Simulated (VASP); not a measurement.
# SnO2 (Pnma) in VASP: electric field gradients with LDA

Aim: the electric field gradients of SnO2 with LDA.

Program: VASP 6.6.1. These are calculated values, not measurements. Logs are shortened: lines on timing, memory, paths and dates and some standing lists are left out, and cuts for length are marked.

## 1. The cell of the first run

Symmetry: Pnma, No. 62, orthorhombic system. The conventional cell has a = 9.335 Å, b = 3.225 Å, c = 11.354 Å, α = 90.00°, β = 90.00°, γ = 90.00°. Within 2.8 Å of Sn (site symmetry m) lie 6 O at 2.09 to 2.15 Å. Within 2.8 Å of Sn (site symmetry m) lie 6 O at 2.08 to 2.15 Å. Within 2.8 Å of O (site symmetry m) lie 3 Sn at 2.09 to 2.15 Å and 3 O at 2.71 to 2.72 Å. O (site symmetry m) has 3 Sn at 2.08 to 2.11 Å and 1 O at 2.69 Å within 2.8 Å. O (site symmetry m) has 3 Sn at 2.10 to 2.15 Å and 3 O at 2.69 to 2.71 Å within 2.8 Å. Within 2.8 Å of O (site symmetry m) lie 3 Sn at 2.09 to 2.12 Å and 1 O at 2.71 Å.

## 2. Electric field gradients, LDA

File INCAR:

```
SYSTEM = SnO2
PREC = Accurate ; ENCUT = 520
EDIFF = 1E-8 ; ISMEAR = -1
SIGMA = 0.02 ; LREAL = Auto
LASPH = .TRUE. ; NELM = 60
ALGO = Normal ; ISIF = 2
LWAVE = .FALSE. ; LCHARG = .FALSE.
LEFG = .TRUE. ; NBANDS = 122
KPAR = 4
```

File KPOINTS:

```
Automatic mesh
0
G
  3 6 2
  0 0 0
```

File POSCAR:

```
SnO2
1.0
    9.3346760000      0.0000000000      0.0000000000
    0.0000000000      3.2245650000      0.0000000000
    0.0000000000      0.0000000000     11.3535500000
Sn O
8 16
Direct
    0.4126370000      0.7500000000      0.6026990000
    0.0873630000      0.2500000000      0.1026990000
    0.9126370000      0.7500000000      0.8973010000
    0.5873630000      0.2500000000      0.3973010000
    0.5524280000      0.2500000000      0.8830200000
    0.4475720000      0.7500000000      0.1169800000
    0.0524280000      0.2500000000      0.6169800000
    0.9475720000      0.7500000000      0.3830200000
    0.9209900000      0.7500000000      0.5712470000
    0.0790100000      0.2500000000      0.4287530000
    0.4209900000      0.7500000000      0.9287530000
    0.5790100000      0.2500000000      0.0712470000
    0.0335570000      0.7500000000      0.2138890000
    0.9664430000      0.2500000000      0.7861110000
    0.5335570000      0.7500000000      0.2861110000
    0.4664430000      0.2500000000      0.7138890000
    0.6156890000      0.7500000000      0.5130640000
    0.3843110000      0.2500000000      0.4869360000
    0.1156890000      0.7500000000      0.9869360000
    0.8843110000      0.2500000000      0.0130640000
    0.8045540000      0.2500000000      0.3521950000
    0.1954460000      0.7500000000      0.6478050000
    0.6954460000      0.7500000000      0.8521950000
    0.3045540000      0.2500000000      0.1478050000
```

Potentials or basis: VASP PAW LDA potentials, release 64 (Sn_d, O).

Run with:

```bash
cat potpaw_LDA.64/Sn_d/POTCAR potpaw_LDA.64/O/POTCAR > POTCAR
mpirun -np 4 vasp_std > vasp.out
```

OUTCAR:

```text
SYSTEM = SnO2
   PREC = Accurate
   ENCUT = 520
   EDIFF = 1E-8
   ISMEAR = -1
   LREAL = Auto
   LASPH = .TRUE.
   NELM = 60
   ISIF = 2

 ion  position               nearest neighbor table
   1  0.413  0.750  0.603-  22 2.09  18 2.10  18 2.10  16 2.11  16 2.11  17 2.15   4 3.27   4 3.27
                             7 3.73   7 3.73
   2  0.087  0.250  0.103-  24 2.09  19 2.10  19 2.10  13 2.11  13 2.11  20 2.15   3 3.27   3 3.27
                             6 3.73   6 3.73
   3  0.913  0.750  0.897-  23 2.09  20 2.10  20 2.10  14 2.11  14 2.11  19 2.15   2 3.27   2 3.27
                             5 3.73   5 3.73
   4  0.587  0.250  0.397-  21 2.09  17 2.10  17 2.10  15 2.11  15 2.11  18 2.15   1 3.27   1 3.27
                             8 3.73   8 3.73
   5  0.552  0.250  0.883-  16 2.08  11 2.09  11 2.09  23 2.12  23 2.12  12 2.15   6 3.26   6 3.26
                             3 3.73   3 3.73
   6  0.448  0.750  0.117-  15 2.08  12 2.09  12 2.09  24 2.12  24 2.12  11 2.15   5 3.26   5 3.26
                             2 3.73   2 3.73
   7  0.052  0.250  0.617-  14 2.08   9 2.09   9 2.09  22 2.12  22 2.12  10 2.15   8 3.26   8 3.26
                             1 3.73   1 3.73
   8  0.948  0.750  0.383-  13 2.08  10 2.09  10 2.09  21 2.12  21 2.12   9 2.15   7 3.26   7 3.26
                             4 3.73   4 3.73
   9  0.921  0.750  0.571-   7 2.09   7 2.09   8 2.15
  10  0.079  0.250  0.429-   8 2.09   8 2.09   7 2.15
  11  0.421  0.750  0.929-   5 2.09   5 2.09   6 2.15
  12  0.579  0.250  0.071-   6 2.09   6 2.09   5 2.15
  13  0.034  0.750  0.214-   8 2.08   2 2.11   2 2.11
  14  0.966  0.250  0.786-   7 2.08   3 2.11   3 2.11
[... 8 lines left out ...]
  23  0.695  0.750  0.852-   3 2.09   5 2.12   5 2.12
  24  0.305  0.250  0.148-   2 2.09   6 2.12   6 2.12

  LATTYP: Found a simple orthorhombic cell.
 ALAT       =     3.2245650000
 B/A-ratio  =     2.8948636483
 C/A-ratio  =     3.5209555397

  Lattice vectors:

 A1 = (   0.0000000000,  -3.2245650000,   0.0000000000)
 A2 = (   9.3346760000,   0.0000000000,   0.0000000000)
 A3 = (   0.0000000000,   0.0000000000,  11.3535500000)

Analysis of symmetry for initial positions (statically):
=====================================================================
 Subroutine PRICEL returns:
 Original cell was already a primitive cell.

 Routine SETGRP: Setting up the symmetry group for a
 simple orthorhombic supercell.

 Subroutine GETGRP returns: Found  8 space group operations
 (whereof  2 operations were pure point group operations)
 out of a pool of  8 trial point group operations.

The static configuration has the point symmetry S_2 .
 The point group associated with its full space group is D_2h.

Analysis of symmetry for dynamics (positions and initial velocities):
=====================================================================
 Subroutine PRICEL returns:
 Original cell was already a primitive cell.

 Routine SETGRP: Setting up the symmetry group for a
 simple orthorhombic supercell.

 Subroutine GETGRP returns: Found  8 space group operations
 (whereof  2 operations were pure point group operations)
 out of a pool of  8 trial point group operations.

The dynamic configuration has the point symmetry S_2 .
 The point group associated with its full space group is D_2h.

 Subroutine INISYM returns: Found  8 space group operations
 (whereof  2 operations are pure point group operations),
 and found     1 'primitive' translations

----------------------------------------------------------------------------------------

                                     Primitive cell

  volume of cell :     341.7449

  direct lattice vectors                    reciprocal lattice vectors
     9.334676000  0.000000000  0.000000000     0.107127446  0.000000000  0.000000000
     0.000000000  3.224565000  0.000000000     0.000000000  0.310119349  0.000000000
     0.000000000  0.000000000 11.353550000     0.000000000  0.000000000  0.088078178

  length of vectors
     9.334676000  3.224565000 11.353550000     0.107127446  0.310119349  0.088078178

  position of ions in fractional coordinates (direct lattice)
     0.412637000  0.750000000  0.602699000
     0.087363000  0.250000000  0.102699000
[... 122 lines left out ...]
   PSTRESS=    0.0 pullay stress
   NELECT =     208.0000    total number of electrons
   NUPDOWN=      -1.0000    fix difference up-down
   EMIN   =  10.00;   EMAX   =-10.00  energy-range for DOS
   EFERMI =   0.00;   METHOD = LEGACY
   ISMEAR =    -1;   SIGMA  =   0.02  broadening in eV -4-tet -1-fermi 0-gaus
   EFERMI_NEDOS =   21; number of points for ismear=-14 and -15
   IALGO  =     38    algorithm
   IMIX   =      4    mixing-type and parameters
     AMIX     =   0.40;   BMIX     =  1.00
     AMIX_MAG =   1.60;   BMIX_MAG =  1.00
  volume/ion in A,a.u.               =      14.24        96.09
  Fermi-wavevector in a.u.,A,eV,Ry     =   1.387379  2.621767 26.188789  1.924822
  Thomas-Fermi vector in A             =   2.511606
   LORBIT       =      0    0 simple, 1 ext, 2 COOP (PROOUT), +10 PAW based schemes
   GGA     = CA    functional components
   LHFCALC =     F    Hartree Fock is set to
   AEXX    =    0.0000 exact exchange contribution
   IVDW    =     0    specifies the selected vdW correction
   LEPSILON=     F    determine dielectric tensor
   LRPA    =     F    only Hartree local field effects (RPA)
 non-spin polarized calculation
  energy-cutoff  :      520.00
  volume of cell :      341.74
 maximum number of plane-waves:      9242
 NGX is ok and might be reduce to    70
   NGX = 35   NGY = 11   NGZ = 43

 number of electron     207.9999951 magnetization

 Free energy of the ion-electron system (eV)
  ---------------------------------------------------
  ext. energy  EPLUGINS =         0.00000000
  ---------------------------------------------------
  free energy    TOTEN  =      -165.64886487 eV

  energy without entropy =     -165.64886487  energy(sigma->0) =     -165.64886487

 E-fermi :   3.9469     XC(G=0): -10.6281

 val. band max:        3.5064454108   @ k =   0.0000   0.0000   0.0000
 cond. band min:       4.5964814052   @ k =   0.0000   0.0000   0.0000
 fundamental gap:      1.0900359944
 Fermi energy:         3.9469173994

 k-point     1 :       0.0000    0.0000    0.0000
  band No.  band energies     occupation
      1     -17.2216      2.00000
      2     -17.0870      2.00000
      3     -17.0708      2.00000
      4     -16.9323      2.00000
      5     -16.8966      2.00000
      6     -16.7840      2.00000
[... 1893 lines left out ...]
    115      10.8655      0.00000
    116      10.8655      0.00000
 [bands above 116 left out]

------------------------ aborting loop because EDIFF is reached ----------------------------------------

  FORCE on cell =-STRESS in cart. coord.  units (eV):
  Direction    XX          YY          ZZ          XY          YZ          ZX
  --------------------------------------------------------------------------------------
  -------------------------------------------------------------------------------------
  Total      -16.4805726    -20.5718580    -17.9743741      0.0000000      0.0000000      0.0000000
  in kB      -77.2646459    -96.4455157    -84.2679247      0.0000000      0.0000000      0.0000000
  external PRESSURE =     -85.9926954 kB  Pullay stress =       0.0000000 kB

 VOLUME and BASIS-vectors are now :
 -----------------------------------------------------------------------------
  energy-cutoff  :      520.00
  volume of cell :      341.74
      direct lattice vectors                 reciprocal lattice vectors
     9.334676000  0.000000000  0.000000000     0.107127446  0.000000000  0.000000000
     0.000000000  3.224565000  0.000000000     0.000000000  0.310119349  0.000000000
     0.000000000  0.000000000 11.353550000     0.000000000  0.000000000  0.088078178

 POSITION                                       TOTAL-FORCE (eV/Angst)
 -----------------------------------------------------------------------------------
      3.85183      2.41842      6.84277         0.135443      0.000000     -0.128577
      0.81551      0.80614      1.16600        -0.135443     -0.000000     -0.128577
      8.51917      2.41842     10.18755         0.135443     -0.000000      0.128577
      5.48284      0.80614      4.51078        -0.135443      0.000000      0.128577
      5.15674      0.80614     10.02541        -0.084471     -0.000000      0.140320
      4.17794      2.41842      1.32814         0.084471      0.000000     -0.140320
[... 16 lines left out ...]
      6.49176      2.41842      9.67544        -0.046642     -0.000000      0.209406
      2.84291      0.80614      1.67811         0.046642     -0.000000     -0.209406
 -----------------------------------------------------------------------------------
    total drift:                                0.000000      0.000000     -0.000000

  FREE ENERGIE OF THE ION-ELECTRON SYSTEM (eV)
  ---------------------------------------------------
  free  energy   TOTEN  =      -165.6488648675 eV

  energy  without entropy=     -165.6488648675  energy(sigma->0) =     -165.64886487

 Electric field gradients (V/A^2)
---------------------------------------------------------------------
 ion       V_xx      V_yy      V_zz      V_xy      V_xz      V_yz
---------------------------------------------------------------------
   1      32.445   -66.084    33.638    -0.000    28.471    -0.000
   2      32.445   -66.084    33.638     0.000   -28.471    -0.000
   3      32.445   -66.084    33.638    -0.000   -28.471    -0.000
   4      32.445   -66.084    33.638    -0.000    28.471    -0.000
   5      60.111   -67.743     7.633     0.000     6.424    -0.000
   6      60.111   -67.743     7.633     0.000     6.424    -0.000
[... 16 lines left out ...]
  23      57.037    51.092  -108.129    -0.000    11.852    -0.000
  24      57.037    51.092  -108.129     0.000    11.852    -0.000
---------------------------------------------------------------------

 Electric field gradients after diagonalization (V/A^2)
 (convention: |V_zz| > |V_xx| > |V_yy|)
----------------------------------------------------------------------
 ion       V_xx      V_yy      V_zz     asymmetry (V_yy - V_xx)/ V_zz
----------------------------------------------------------------------
   1      61.519     4.565   -66.084       0.862
   2      61.519     4.565   -66.084       0.862
   3      61.519     4.565   -66.084       0.862
   4      61.519     4.565   -66.084       0.862
   5      60.885     6.858   -67.743       0.798
   6      60.885     6.858   -67.743       0.798
[... 16 lines left out ...]
  23      57.883    51.092  -108.975       0.062
  24      57.883    51.092  -108.975       0.062
----------------------------------------------------------------------

           NMR quadrupolar parameters

 Cq : quadrupolar parameter    Cq=e*Q*V_zz/h
 eta: asymmetry parameters     (V_yy - V_xx)/ V_zz
 Q  : nuclear electric quadrupole moment in mb (millibarn)
----------------------------------------------------------------------
 ion       Cq(MHz)       eta       Q (mb)
----------------------------------------------------------------------
   1      -0.160       0.862       1.000
   2      -0.160       0.862       1.000
   3      -0.160       0.862       1.000
   4      -0.160       0.862       1.000
   5      -0.164       0.798       1.000
   6      -0.164       0.798       1.000
[... 16 lines left out ...]
  23      -0.264       0.062       1.000
  24      -0.264       0.062       1.000
----------------------------------------------------------------------
```

It took 4.9 min on 4 MPI ranks of Intel Xeon Platinum 8488C (Sapphire Rapids), shared host; peak memory 0.56 GiB.

What came out:

```
Free energy            : -165.6489 eV
Pressure               : -8.6 GPa
Largest force          : 0.512 eV/Å
Band gap on the k mesh : 1.09 eV, direct
```

Forces in eV/Å, atoms in the order of the input:
```
Sn   0.135  0.000 -0.129
Sn  -0.135  0.000 -0.129
Sn   0.135  0.000  0.129
Sn  -0.135  0.000  0.129
Sn  -0.084  0.000  0.140
Sn   0.084  0.000 -0.140
Sn  -0.084  0.000 -0.140
Sn   0.084  0.000  0.140
O    0.495  0.000 -0.134
O   -0.495  0.000  0.134
O    0.495  0.000  0.134
O   -0.495  0.000 -0.134
O   -0.039  0.000 -0.068
O    0.039  0.000  0.068
O   -0.039  0.000  0.068
O    0.039  0.000 -0.068
O   -0.334  0.000 -0.380
O    0.334  0.000  0.380
O   -0.334  0.000  0.380
O    0.334  0.000 -0.380
O    0.047  0.000  0.209
O   -0.047  0.000 -0.209
O   -0.047  0.000  0.209
O    0.047  0.000 -0.209
```

Stress tensor (GPa, compression positive):
```
-7.73  0.00  0.00
 0.00 -9.64  0.00
 0.00  0.00 -8.43
```

Electric field gradients, principal values (V/Å²):
| atom | least | middle | greatest (by size) |
| --- | --- | --- | --- |
| 1 Sn | 4.565 | 61.519 | -66.084 |
| 2 Sn | 4.565 | 61.519 | -66.084 |
| 3 Sn | 4.565 | 61.519 | -66.084 |
| 4 Sn | 4.565 | 61.519 | -66.084 |
| 5 Sn | 6.858 | 60.885 | -67.743 |
| 6 Sn | 6.858 | 60.885 | -67.743 |
| 7 Sn | 6.858 | 60.885 | -67.743 |
| 8 Sn | 6.858 | 60.885 | -67.743 |
| 9 O | 33.269 | 35.907 | -69.175 |
| 10 O | 33.269 | 35.907 | -69.175 |
| 11 O | 33.269 | 35.907 | -69.175 |
| 12 O | 33.269 | 35.907 | -69.175 |
| 13 O | 53.903 | 62.257 | -116.160 |
| 14 O | 53.903 | 62.257 | -116.160 |
| 15 O | 53.903 | 62.257 | -116.160 |
| 16 O | 53.903 | 62.257 | -116.160 |
| 17 O | 33.081 | 37.482 | -70.563 |
| 18 O | 33.081 | 37.482 | -70.563 |
| 19 O | 33.081 | 37.482 | -70.563 |
| 20 O | 33.081 | 37.482 | -70.563 |
| 21 O | 51.092 | 57.883 | -108.975 |
| 22 O | 51.092 | 57.883 | -108.975 |
| 23 O | 51.092 | 57.883 | -108.975 |
| 24 O | 51.092 | 57.883 | -108.975 |

Caveat: without QUAD_EFG the Cq values of the log hold for a quadrupole moment of 1 mb, not for the nuclei; spin-orbit coupling is left out, which moves the levels of the heavy elements.
